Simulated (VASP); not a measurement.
# TiSe (P6_3/mmc) in VASP: single point with PBEsol

Aim: the single point of TiSe with PBEsol.

Program: VASP 6.6.1. These are calculated values, not measurements. Logs are shortened: lines on timing, memory, paths and dates and some standing lists are left out, and cuts for length are marked.

**1. The cell of the first run**

Symmetry: P6_3/mmc, No. 194, hexagonal system. Conventional cell: a = 3.559 Å, b = 3.559 Å, c = 6.220 Å, α = 90.00°, β = 90.00°, γ = 120.00°. Within 3.4 Å of Se (site symmetry -6m2) lie 6 Ti at 2.58 Å. Ti (site symmetry -3m) has 6 Se at 2.58 Å and 2 Ti at 3.11 Å within 3.4 Å.

**2. Single point, PBEsol**

The input, INCAR:

```
SYSTEM = TiSe
  PREC = Accurate
  ENCUT = 520
  EDIFF = 1E-6
  ISMEAR = -1
  SIGMA = 0.05
  LREAL = .False.
  LASPH = .True.
  NELM = 60
  ALGO = Normal
  ISIF = 2
  LWAVE = .False.
  LCHARG = .False.
  GGA = PS
  NBANDS = 26
```

The input, KPOINTS:

```
regular mesh
0
Gamma
  9 9 5
  0 0 0
```

The input, POSCAR:

```
TiSe
1.0
    3.5590000000      0.0000000000      0.0000000000
   -1.7795000000      3.0821844121      0.0000000000
    0.0000000000      0.0000000000      6.2200000000
Se Ti
2 2
Direct
    0.6666666667      0.3333333333      0.7500000000
    0.3333333333      0.6666666667      0.2500000000
    0.0000000000      0.0000000000      0.5000000000
    0.0000000000      0.0000000000      0.0000000000
```

Potentials or basis: VASP PAW PBE potentials, release 64 (Se, Ti_sv).

The run is started by

```bash
$ cat potpaw_PBE.64/Se/POTCAR potpaw_PBE.64/Ti_sv/POTCAR > POTCAR
$ mpirun -np 1 vasp_std > vasp.out
```

OUTCAR:

```text
SYSTEM = TiSe
   PREC = Accurate
   ENCUT = 520
   EDIFF = 1E-6
   ISMEAR = -1
   LREAL = .False.
   LASPH = .True.
   NELM = 60
   ISIF = 2
   GGA = PS

 ion  position               nearest neighbor table
   1  0.667  0.333  0.750-   3 2.58   4 2.58   3 2.58   4 2.58   3 2.58   4 2.58
   2  0.333  0.667  0.250-   3 2.58   4 2.58   3 2.58   4 2.58   3 2.58   4 2.58
   3  0.000  0.000  0.500-   1 2.58   2 2.58   1 2.58   2 2.58   1 2.58   2 2.58
   4  0.000  0.000  0.000-   1 2.58   2 2.58   1 2.58   2 2.58   1 2.58   2 2.58

  LATTYP: Found a hexagonal cell.
 ALAT       =     3.5590000000
 C/A-ratio  =     1.7476819331

  Lattice vectors:

 A1 = (   3.5590000000,   0.0000000000,   0.0000000000)
 A2 = (  -1.7795000000,   3.0821844121,   0.0000000000)
 A3 = (   0.0000000000,   0.0000000000,   6.2200000000)

Analysis of symmetry for initial positions (statically):
=====================================================================
 Subroutine PRICEL returns:
 Original cell was already a primitive cell.

 Routine SETGRP: Setting up the symmetry group for a
 hexagonal supercell.

 Subroutine GETGRP returns: Found 24 space group operations
 (whereof 12 operations were pure point group operations)
 out of a pool of 24 trial point group operations.

The static configuration has the point symmetry D_3d.
 The point group associated with its full space group is D_6h.

Analysis of symmetry for dynamics (positions and initial velocities):
=====================================================================
 Subroutine PRICEL returns:
 Original cell was already a primitive cell.

 Routine SETGRP: Setting up the symmetry group for a
 hexagonal supercell.

 Subroutine GETGRP returns: Found 24 space group operations
 (whereof 12 operations were pure point group operations)
 out of a pool of 24 trial point group operations.

The dynamic configuration has the point symmetry D_3d.
 The point group associated with its full space group is D_6h.

 Subroutine INISYM returns: Found 24 space group operations
 (whereof 12 operations are pure point group operations),
 and found     1 'primitive' translations

----------------------------------------------------------------------------------------

                                     Primitive cell

  volume of cell :      68.2303

  direct lattice vectors                    reciprocal lattice vectors
[... 83 lines left out ...]
   ISTART =      0    job   : 0-new  1-cont  2-samecut
   ICHARG =      2    charge: 1-file 2-atom 10-const
   ISPIN  =      1    spin polarized calculation?
   LNONCOLLINEAR =      F non collinear calculations
   LSORBIT =      F    spin-orbit coupling
   LASPH  =      T    aspherical Exc in radial PAW
   ENCUT  =  520.0 eV  38.22 Ry    6.18 a.u.   6.62  6.62 11.57*2*pi/ulx,y,z
   NELM   =     60;   NELMIN=  2; NELMDL= -5     # of ELM steps
   EDIFF  = 0.1E-05   stopping-criterion for ELM
   LREAL  =      F    real-space projection
   EDIFFG = 0.1E-04   stopping-criterion for IOM
   NSW    =      0    number of steps for IOM
   IBRION =     -1    ionic relax: 0-MD 1-quasi-New 2-CG
   NFREE  =      0    steps in history (QN), initial steepest desc. (CG)
   ISIF   =      2    stress and relaxation
   ISYM   =      2    0-nonsym 1-usesym 2-fastsym
   POTIM  = 0.5000    time-step for ionic-motion
   TEBEG  =    0.0;   TEEND  =   0.0 temperature during run
   PSTRESS=    0.0 pullay stress
   NELECT =      36.0000    total number of electrons
   NUPDOWN=      -1.0000    fix difference up-down
   EMIN   =  10.00;   EMAX   =-10.00  energy-range for DOS
   EFERMI =   0.00;   METHOD = LEGACY
   ISMEAR =    -1;   SIGMA  =   0.05  broadening in eV -4-tet -1-fermi 0-gaus
   EFERMI_NEDOS =   21; number of points for ismear=-14 and -15
   IALGO  =     38    algorithm
   IMIX   =      4    mixing-type and parameters
     AMIX     =   0.40;   BMIX     =  1.00
     AMIX_MAG =   1.60;   BMIX_MAG =  1.00
  volume/ion in A,a.u.               =      17.06       115.11
  Fermi-wavevector in a.u.,A,eV,Ry     =   1.322868  2.499859 23.809937  1.749981
  Thomas-Fermi vector in A             =   2.452518
   LORBIT       =      0    0 simple, 1 ext, 2 COOP (PROOUT), +10 PAW based schemes
   GGA     = PS    functional components
   LHFCALC =     F    Hartree Fock is set to
   AEXX    =    0.0000 exact exchange contribution
   IVDW    =     0    specifies the selected vdW correction
   LEPSILON=     F    determine dielectric tensor
   LRPA    =     F    only Hartree local field effects (RPA)
 non-spin polarized calculation
  energy-cutoff  :      520.00
  volume of cell :       68.23
 maximum number of plane-waves:      1871
 NGX is ok and might be reduce to    28
   NGX = 13   NGY = 13   NGZ = 23

 number of electron      35.9999994 magnetization

 Free energy of the ion-electron system (eV)
  ---------------------------------------------------
  ext. energy  EPLUGINS =         0.00000000
  ---------------------------------------------------
  free energy    TOTEN  =       -28.94167668 eV

  energy without entropy =      -28.90770782  energy(sigma->0) =      -28.92469225

 E-fermi :   8.7028     XC(G=0): -11.4687

 val. band max:        8.6798499058   @ k =   0.2222   0.0000   0.2000
 cond. band min:       8.7171843856   @ k =   0.3333   0.3333   0.2000
 fundamental gap:      0.0373344797
 Fermi energy:         8.7027770285

 k-point     1 :       0.0000    0.0000    0.0000
  band No.  band energies     occupation
      1     -48.4503      2.00000
      2     -48.4293      2.00000
      3     -24.9398      2.00000
      4     -24.8567      2.00000
      5     -24.8567      2.00000
      6     -24.8321      2.00000
[... 685 lines left out ...]
     25      11.7202      0.00000
     26      11.7202      0.00000

 [... further k-points ...]
[... 5 lines left out ...]
  --------------------------------------------------------------------------------------
  -------------------------------------------------------------------------------------
  Total       -1.5819458     -1.5819458      2.6518395      0.0000000      0.0000000      0.0000000
  in kB      -37.1471236    -37.1471236     62.2702821      0.0000000      0.0000000      0.0000000
  external PRESSURE =      -4.0079884 kB  Pullay stress =       0.0000000 kB

 VOLUME and BASIS-vectors are now :
 -----------------------------------------------------------------------------
  energy-cutoff  :      520.00
  volume of cell :       68.23
      direct lattice vectors                 reciprocal lattice vectors
     3.559000000  0.000000000  0.000000000     0.280977803  0.162222610  0.000000000
    -1.779500000  3.082184412  0.000000000     0.000000000  0.324445220  0.000000000
     0.000000000  0.000000000  6.220000000     0.000000000  0.000000000  0.160771704

 POSITION                                       TOTAL-FORCE (eV/Angst)
 -----------------------------------------------------------------------------------
      1.77950      1.02739      4.66500         0.000000     -0.000000      0.000000
     -0.00000      2.05479      1.55500        -0.000000      0.000000      0.000000
      0.00000      0.00000      3.11000        -0.000000      0.000000      0.000000
      0.00000      0.00000      0.00000        -0.000000      0.000000      0.000000
 -----------------------------------------------------------------------------------
    total drift:                               -0.000000      0.000000     -0.000000

  FREE ENERGIE OF THE ION-ELECTRON SYSTEM (eV)
  ---------------------------------------------------
  free  energy   TOTEN  =       -28.9416766774 eV

  energy  without entropy=      -28.9077078230  energy(sigma->0) =      -28.92469225
```

OSZICAR:

```text
N       E                     dE             d eps       ncg     rms          rms(c)
DAV:   1     0.399227506063E+03    0.39923E+03   -0.17518E+04  1872   0.152E+03
DAV:   2     0.136676710678E+02   -0.38556E+03   -0.37544E+03  1888   0.443E+02
DAV:   3    -0.287748958975E+02   -0.42443E+02   -0.41604E+02  3018   0.132E+02
DAV:   4    -0.316432365979E+02   -0.28683E+01   -0.28470E+01  2692   0.296E+01
DAV:   5    -0.317697949599E+02   -0.12656E+00   -0.12650E+00  2696   0.517E+00    0.152E+01
DAV:   6    -0.290294180613E+02    0.27404E+01   -0.16907E+01  2522   0.340E+01    0.421E+00
DAV:   7    -0.289611707275E+02    0.68247E-01   -0.12250E+00  2360   0.980E+00    0.323E+00
DAV:   8    -0.289435936917E+02    0.17577E-01   -0.15090E-01  2454   0.261E+00    0.770E-01
DAV:   9    -0.289412735942E+02    0.23201E-02   -0.20949E-02  2316   0.120E+00    0.313E-01
DAV:  10    -0.289417108107E+02   -0.43722E-03   -0.12812E-03  2878   0.262E-01    0.890E-02
DAV:  11    -0.289416773397E+02    0.33471E-04   -0.36096E-04  2538   0.141E-01    0.408E-02
DAV:  12    -0.289416765810E+02    0.75868E-06   -0.26911E-05  2202   0.433E-02    0.792E-03
DAV:  13    -0.289416766774E+02   -0.96391E-07   -0.95079E-07  1552   0.102E-02
   1 F= -.28941677E+02 E0= -.28924692E+02  d E =-.339689E-01
```

stdout:

```text
POSCAR found type information on POSCAR SeTi
 POSCAR found :  2 types and       4 ions
 scaLAPACK will be used
 -----------------------------------------------------------------------------
|                                                                             |
|                                                                             |
|     You enforced a specific xc type in the INCAR file but a different       |
|     I HOPE YOU KNOW WHAT YOU ARE DOING!                                     |
|                                                                             |
 -----------------------------------------------------------------------------

 LDA part: xc-table for (Slater+PW92), standard interpolation
 POSCAR, INCAR and KPOINTS ok, starting setup
 FFT: planning ... GRIDC
 FFT: planning ... GRID_SOFT
 FFT: planning ... GRID
 WAVECAR not read
 entering main loop
```

Run time: 2 min. Hardware: 1 thread of Intel Xeon 8259CL, shared host; peak memory 0.21 GiB.

What came out:

* Free energy: -28.9417 eV
* Pressure: -0.4 GPa
* Band gap on the k mesh: zero (band 18 reaches 9.06 eV, above the bottom of band 19 at 8.24 eV)

Caveat: the PAW data sets were made with another functional, which shifts forces and pressure a little.
